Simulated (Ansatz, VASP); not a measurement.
**LiBPt: VASP beside Ansatz**

```xyz
3
Lattice="3.4938 0.0000 0.0000 -1.7469 3.0257 0.0000 0.0000 0.0000 4.0245" Properties=species:S:1:pos:R:3 pbc="T T T"
Li    0.0000    0.0000    0.0000
B     1.7469    1.0086    2.0122
Pt    0.0000    2.0171    2.0122
```

Change from the starting cell: species swapped into the TbCuSi type (P-6m2, No. 187).

Alike in both runs: functional PBE; k mesh 6 × 6 × 6; occupations gaussian, width 0.1 eV; no spin polarisation.

Ansatz relaxed the structure, and its values are those at the end. VASP's run is a single point on that final structure, the one shown.

```csv
,VASP,Ansatz
version,VASP 6.6.1,Ansatz 0.2.0
potentials or method,"VASP PAW PBE potentials, release 64 (Li_sv, B, Pt_sv_GW), cutoff 880 eV","scalar-relativistic, plane waves, PAW"
valence electrons in the cell,24,24
```

```tsv
	VASP	Ansatz	Ansatz less VASP
gap on the k mesh at the Fermi level (eV)	none	none	-
pressure (GPa)	0.2	0.3	+0.10
```

A gap of «none» marks a metal or a gap that the smearing closes. The functional is the same, so the differences come from potentials, cutoffs and numerics.

Neither program's run includes spin-orbit coupling.
